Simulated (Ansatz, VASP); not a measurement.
# MgO in VASP and in Ansatz

POSCAR

```
MgO
1.0
    2.6074935518      0.0000000000      0.0000000000
   -1.3037467759      2.2581556560      0.0000000000
    0.0000000000      0.0000000000      2.6796800000
Mg O
1 1
Direct
    0.0000000000      0.0000000000      0.0000000000
    0.3333333333      0.6666666667      0.5000000000
```

The input INCAR.step1:

```
SYSTEM = MgO
ALGO = Normal
EDIFF = 1E-4
ENCUT = 520
GGA = PE
ISMEAR = 0
LASPH = .True.
LCHARG = .False.
LREAL = .False.
LWAVE = .True.
NBANDS = 11
NELM = 60
PREC = Accurate
SIGMA = 0.05
```

File INCAR.step2:

```
SYSTEM = MgO
ALGO = Normal
EDIFF = 1E-6
ENCUT = 520
ISIF = 2
ISMEAR = 0
ISTART = 1
LASPH = .True.
LCHARG = .True.
LELF = .True.
LMIXTAU = .True.
LREAL = .False.
LVHAR = .True.
LWAVE = .False.
METAGGA = R2SCAN
NBANDS = 11
NELM = 60
PREC = Accurate
SIGMA = 0.05
```

The input KPOINTS:

```
k-points
0
Gamma
  9 9 8
  0 0 0
```

Input for Ansatz:

```yaml
crystal:
  lattice:
    - [2.6074935518, 0.0, 0.0]
    - [-1.3037467759, 2.258155656, 0.0]
    - [0.0, 0.0, 2.67968]
  atoms:
    - { symbol: Mg, position: [0.0, 0.0, 0.0] }
    - { symbol: O, position: [0.3333333333, 0.6666666667, 0.5] }
basis:
  ecutwfc: 500
kpoints:
  mp_grid: { grid: [9, 9, 8] }
hamiltonian:
  xc: r2scan
scf:
  occupations: { method: gaussian, width: 0.05 }
output:
  forces: true
  stress: true
  eigenvalues: true
```

Change from the starting cell: strain -0.1125 x Voigt [1, 1, 0, 0, 0, 0], atoms carried along.

Alike in both runs: task single point; functional r2SCAN; k mesh 9 × 9 × 8; occupations gaussian, width 0.05 eV; no spin polarisation.

```csv
,VASP,Ansatz
version,VASP 6.6.1,Ansatz 0.2.0
potentials or method,"VASP PAW PBE potentials, release 64 (Mg, O), cutoff 520 eV","scalar-relativistic, plane waves, PAW"
valence electrons in the cell,8,16
```

Ansatz gave:

* gap on the k mesh at the Fermi level (eV): 4.60
* least direct gap on the mesh (eV): 4.99
* pressure (GPa): 43.9
* traceless stress, the component that is largest in VASP (GPa): -55.18

Task: Which values does VASP return?

Result: gap on the k mesh at the Fermi level (eV): 4.56; least direct gap on the mesh (eV): 4.96; pressure (GPa): 43.1; traceless stress, the component that is largest in VASP (GPa): -55.74.

VASP's potentials were made for PBE, not for r2SCAN. Both programs put the cell under a high pressure, so it lies far from rest at this level. VASP's potentials hold 8 valence electrons a cell and Ansatz's 16, so a difference there can come from the potentials and not from the codes.
